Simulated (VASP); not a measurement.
Set up this calculation in VASP 6.6.1, as the native input.

* Task: single point
* Functional: PBEsol
* Potentials or basis: VASP PAW PBE potentials, release 64 (Al, P)
* Cutoff: 500 eV
* k mesh: 5 × 5 × 5
* Occupations: gaussian, width 0.01 eV
* Spin: no spin polarisation
* Dipole correction: no
* Further INCAR settings: ALGO = Normal; EDIFF = 1e-06; NBANDS = 11

The structure of AlP lies in POSCAR:

```
AlP
1.0
    0.0000000000      2.7963236656      2.7963236656
    2.7963236656      0.0000000000      2.7963236656
    2.7963236656      2.7963236656      0.0000000000
Al P
1 1
Direct
    0.0000000000      0.0000000000      0.0000000000
    0.2500000000      0.2500000000      0.2500000000
```

The input as run:

INCAR

```
SYSTEM = AlP
PREC = Accurate
ENCUT = 500
EDIFF = 1E-6
ISMEAR = 0
SIGMA = 0.01
LREAL = .False.
LASPH = .True.
NELM = 120
ALGO = Normal
ISIF = 2
LWAVE = .False.
LCHARG = .False.
GGA = PS
NBANDS = 11
GGA_COMPAT = .False.
```

KPOINTS

```
Automatic mesh
0
Gamma
  5 5 5
  0 0 0
```

Potentials or basis: VASP PAW PBE potentials, release 64 (Al, P).

Run with:

```console
$ cat potpaw_PBE.64/Al/POTCAR potpaw_PBE.64/P/POTCAR > POTCAR
$ mpirun -np 1 vasp_std > vasp.out
```

It gave:

| Property | Result |
| --- | --- |
| Pressure | -4.9 GPa |
| Band gap on the k mesh | 1.78 eV, indirect (least direct gap 2.60 eV) |

Caveat: the PAW data sets were made with another functional, which shifts forces and pressure a little.

Run time: 5 s on 1 thread of Intel(R) Xeon(R) Platinum 8375C CPU @ 2.90GHz (Ice Lake), with other jobs on the host, peak memory 0.15 GiB.
